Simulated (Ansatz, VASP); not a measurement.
## Sn in VASP and in Ansatz

Contents of POSCAR:

```
Sn
1.0
   -1.6664398100      1.7077874900      2.1828021800
    1.7938717800     -1.8589232500      2.3916531200
    1.6937133800      1.8854440200     -2.2975624100
Sn
1
Direct
    0.0000000000      0.0000000000      0.0000000000
```

File INCAR.step1:

```
SYSTEM = Sn
ALGO = Normal
EDIFF = 1E-5
ENCUT = 520
GGA = PE
ISIF = 2
ISMEAR = -1
LASPH = .TRUE.
LREAL = .FALSE.
LWAVE = .TRUE.
NBANDS = 13
NELM = 80
PREC = Accurate
SIGMA = 0.05
```

Contents of INCAR.step2:

```
SYSTEM = Sn
AEXX = 0.5
ALGO = Normal
EDIFF = 1E-6
ENCUT = 520
ISIF = 2
ISMEAR = -1
ISTART = 1
LASPH = .TRUE.
LCHARG = .TRUE.
LELF = .TRUE.
LHFCALC = .TRUE.
LMIXTAU = .TRUE.
LREAL = .FALSE.
LVHAR = .TRUE.
LWAVE = .FALSE.
METAGGA = R2SCAN
NBANDS = 13
NELM = 80
PREC = Accurate
PRECFOCK = Normal
SIGMA = 0.05
```

Contents of KPOINTS:

```
k-points
0
G
  5 5 5
  0 0 0
```

Contents of input:

```
crystal:
  lattice:
    - [-1.66643981, 1.70778749, 2.18280218]
    - [1.79387178, -1.85892325, 2.39165312]
    - [1.69371338, 1.88544402, -2.29756241]
  atoms:
    - { symbol: Sn, position: [0.0, 0.0, 0.0] }
hamiltonian:
  xc: r2scan50
  pseudopotentials: { kind: paw }
kpoints:
  mp_grid: { grid: [5, 5, 5] }
scf:
  occupations: { method: fermi_dirac, width: 0.05 }
output:
  forces: true
  stress: true
  eigenvalues: true
```

Change from the starting cell: cell sheared at random, sigma 0.06, atoms nudged by 0.01 Å.

Alike in both runs: task single point; functional r2SCAN50; k mesh 5 × 5 × 5; occupations fermi-dirac, width 0.05 eV; no spin polarisation.

|  | VASP | Ansatz |
| --- | --- | --- |
| version | VASP 6.6.1 | Ansatz 0.2.0 |
| potentials or method | VASP PAW PBE potentials, release 64 (Sn_d) | Ansatz PAW |
| plane-wave cutoff (eV) | 520 | 500 |
| valence electrons in the cell | 14 | 14 |

Ansatz gave:

```
gap on the k mesh at the Fermi level (eV)                     : none
pressure (GPa)                                                : -4.2
traceless stress, the component that is largest in VASP (GPa) : -3.00
```

Problem. Estimate VASP's values.

Solution. gap on the k mesh at the Fermi level (eV): none; pressure (GPa): -4.7; traceless stress, the component that is largest in VASP (GPa): -3.00.

VASP's potentials were made for PBE, not for r2SCAN50. A gap of «none» marks a metal or a gap that the smearing closes.

The k mesh is coarse, so the values compare programs but aren't converged.
